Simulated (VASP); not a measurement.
Here is a VASP 6.6.1 calculation.

Contents of INCAR:

```
SYSTEM = KMgF3
PREC = Accurate
ENCUT = 520
EDIFF = 1E-7
ISMEAR = 0
SIGMA = 0.02
LREAL = .False.
LASPH = .True.
NELM = 100
ALGO = Normal
ISIF = 2
LWAVE = .False.
LCHARG = .False.
GGA = PS
NBANDS = 24
```

Contents of KPOINTS:

```
Automatic mesh
0
Gamma
  6 6 6
  0 0 0
```

The input POSCAR:

```
KMgF3
1.0
    3.9912537769      0.0000000000      0.0000000000
    0.0000000000      3.9912537769      0.0000000000
    0.1796064200      0.0000000000      3.9912537769
K Mg F
1 1 3
Direct
    0.5000000000      0.5000000000      0.5000000000
    0.0000000000      0.0000000000      0.0000000000
    0.0000000000      0.5000000000      0.0000000000
    0.0000000000      0.0000000000      0.5000000000
    0.5000000000      0.0000000000      0.0000000000
```

Potentials or basis: VASP PAW PBE potentials, release 64 (K_sv, Mg, F).

The run is started by

```console
$ cat potpaw_PBE.64/K_sv/POTCAR potpaw_PBE.64/Mg/POTCAR potpaw_PBE.64/F/POTCAR > POTCAR
$ mpirun -np 1 vasp_std > vasp.out
```

(1) Predict the band gap on the k mesh.

(2) Predict the pressure.

Results:

(1) 7.06 eV (least direct gap 7.30 eV).

(2) -0.3 GPa.

Caveat: the PAW data sets were made with another functional, which shifts forces and pressure a little.
